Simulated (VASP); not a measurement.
## Ti: single point with PBE

Ti:

```xyz
3
Lattice="4.5375 0.0000 0.0000 -2.2687 3.9296 0.0000 0.0000 0.0000 2.5534" Properties=species:S:1:pos:R:3 pbc="T T T"
Ti    0.0000    0.0000    0.0000
Ti    0.0000    2.6197    1.2767
Ti    2.2687    1.3099    1.2767
```

This cell differs from its parent crystal: strained.

```
Program             : VASP 6.6.1
Task                : single point
Functional          : PBE
Potentials or basis : VASP PAW PBE potentials, release 64 (Ti_sv)
Cutoff              : 550 eV
k mesh              : 12 × 12 × 14
Occupations         : gaussian, width 0.1 eV
Spin                : no spin polarisation
```

| Quantity | Value |
| --- | --- |
| Pressure | 17.4 GPa |
| Band gap on the k mesh | zero (bands 18 and 19 overlap by 0.49 eV) |

Stress tensor (GPa, compression positive):
```
11.09  0.00  0.00
 0.00 11.09  0.00
 0.00  0.00 29.98
```

Levels at points of the mesh, in eV from the Fermi level:
```csv
k point,band 15,band 16,band 17,band 18,band 19,band 20,band 21,band 22
"(0.00, 0.00, 0.00)",-0.76,-0.76,-0.70,-0.70,-0.42,0.23,1.42,1.42
"(0.50, 0.00, 0.00)",-2.84,-0.70,-0.59,-0.45,-0.11,0.15,1.17,2.13
"(0.00, 0.00, 0.50)",-1.78,-1.78,-1.56,-0.98,0.84,0.84,1.72,1.72
"(0.50, 0.00, 0.50)",-2.06,-1.33,-0.56,-0.14,0.34,1.26,1.44,1.73
```

It took 76 s on 4 MPI ranks on Intel(R) Xeon(R) Platinum 8375C CPU @ 2.90GHz (Ice Lake) (shared host), peak memory 0.41 GiB a rank.

Caveat: the cell differs from its parent crystal (strained); the stress differs along the axes, from 11 to 30 GPa.
